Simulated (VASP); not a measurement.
# P: relaxation of cell and atoms with PBE

P:

```
P
1.0
     5.63669    0.00000    0.00000
     0.00000    5.63669    0.00000
     0.00000    0.00000    2.23398
P
6
Direct
  0.50000 0.50000 0.00000
  0.00000 0.00000 0.00000
  0.86318 0.63682 0.00000
  0.13682 0.36318 0.00000
  0.63682 0.13682 0.00000
  0.36318 0.86318 0.00000
```

- Program: VASP 6.6.1
- Task: relaxation of cell and atoms
- Functional: PBE
- Potentials or basis: VASP PAW PBE potentials, release 64 (P)
- Cutoff: 600 eV
- k mesh: 4 × 4 × 8
- Occupations: gaussian, width 0.1 eV
- Spin: no spin polarisation
- Dipole correction: no
- Further INCAR settings: ALGO = Normal; EDIFF = 1e-06; IBRION = 2; EDIFFG = -0.04; NSW = 90; ISIF = 3

```yaml
Relaxed_volume: 15.77 Å³/atom
Relaxed_cell: a = 6.170 Å, b = 6.170 Å, c = 2.486 Å, α = 90.00°, β = 90.00°, γ = 90.00°
Space_group_after_relaxing_to_0.05_Å: P4/mbm (No. 127)
Energy_gained_by_relaxing: 461.6 meV/atom
Ionic_steps: 8
Pressure_after_relaxing: 0.1 GPa
Largest_force_after_relaxing: 0.005 eV/Å
Band_gap_on_the_k_mesh: zero (band 15 reaches 11.32 eV, above the bottom of band 16 at 5.80 eV)
```

Forces on the atoms (eV/Å):
```
P    0.000  0.000  0.000
P    0.000  0.000  0.000
P   -0.003  0.003  0.000
P    0.003 -0.003  0.000
P    0.003  0.003  0.000
P   -0.003 -0.003  0.000
```

The path:
```
step  energy change (eV)  largest force (eV/Å)  pressure (GPa)  volume (Å³)
   1              0.0000                0.5573           48.06        70.98
   2             -1.7936                0.7624          -11.81       113.97
   3             -2.7069                0.5792            0.38        93.65
   4             -2.7076                0.5810           -0.24        94.25
   5             -2.7561                0.3056           -0.13        94.46
   6             -2.7651                0.1058            0.03        94.58
   7             -2.7659                0.1110            0.10        94.67
   8             -2.7698                0.0048            0.06        94.63
```

Final structure:
```xyz
6
Lattice="6.1702 0.0000 0.0000 0.0000 6.1702 0.0000 0.0000 0.0000 2.4855" Properties=species:S:1:pos:R:3 pbc="T T T"
P     3.0851    3.0851    0.0000
P     0.0000    6.1702    0.0000
P     5.3735    3.8818    2.4855
P     0.7967    2.2884    0.0000
P     3.8818    0.7967    0.0000
P     2.2884    5.3735    2.4855
```

Levels at points of the mesh, in eV from the Fermi level:
| k point | band 13 | band 14 | band 15 | band 16 | band 17 | band 18 | band 19 |
| --- | --- | --- | --- | --- | --- | --- | --- |
| (0.00, 0.00, 0.00) | -1.30 | 0.77 | 1.94 | 1.94 | 2.98 | 2.98 | 3.40 |
| (0.50, 0.00, 0.00) | 0.50 | 0.50 | 0.74 | 0.74 | 4.29 | 4.29 | 5.03 |
| (0.50, 0.50, 0.00) | 0.64 | 0.64 | 0.80 | 0.80 | 5.62 | 5.62 | 5.65 |
| (0.00, 0.00, 0.50) | -4.46 | -4.01 | -2.82 | 0.83 | 0.90 | 1.87 | 1.87 |
| (0.50, 0.00, 0.50) | -3.87 | -3.87 | -1.57 | -1.57 | 0.51 | 0.51 | 2.31 |
| (0.50, 0.50, 0.50) | -3.65 | -3.65 | -3.03 | -3.03 | 0.11 | 0.11 | 3.03 |

It took 2.7 min on 1 thread of Oxide Virtual Turin-like Processor, on a shared host, peak memory 0.17 GiB.

Caveat: the volume moved by over 15 % at a fixed basis, so the end points are rough.
